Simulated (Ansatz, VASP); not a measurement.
# Two plane-wave programs on GaSb2

```xyz
6
Lattice="4.0706 0.0000 0.0000 -2.0353 3.5252 0.0000 0.0000 0.0000 11.2352" Properties=species:S:1:pos:R:3 pbc="T T T"
Ga    0.0000    2.3501    2.8088
Ga    2.0353    1.1751    8.4264
Sb    0.0000    2.3501    6.6493
Sb    2.0353    1.1751    1.0317
Sb    0.0000    2.3501   10.2035
Sb    2.0353    1.1751    4.5859
```

Alike in both runs: task single point; functional PBE; k mesh 6 × 6 × 2; occupations gaussian, width 0.1 eV; no spin polarisation.

```csv
,VASP,Ansatz
version,VASP 6.6.1,Ansatz 0.2.0
potentials or method,"VASP PAW PBE potentials, release 64 (Ga_d, Sb), cutoff 520 eV","scalar-relativistic, plane waves, PAW"
valence electrons in the cell,46,86
```

Ansatz gave:

| Item | Value |
| --- | --- |
| gap on the k mesh at the Fermi level (eV) | none |
| pressure (GPa) | 0.3 |
| traceless stress, the component that is largest in VASP (GPa) | -1.20 |
| rms of the force components (eV/Å) | 0.022 |

Question: Which values does VASP return?

Answer: gap on the k mesh at the Fermi level (eV): none; pressure (GPa): 0.3; traceless stress, the component that is largest in VASP (GPa): -1.19; rms of the force components (eV/Å): 0.023.

Atom by atom the forces differ by 0.001 eV/Å (rms over components). A gap of «none» marks a metal or a gap that the smearing closes. The functional is the same, so the differences come from potentials, cutoffs and numerics. VASP's potentials hold 46 valence electrons a cell and Ansatz's 86, so a difference there can come from the potentials and not from the codes.

Spin-orbit coupling is off throughout.
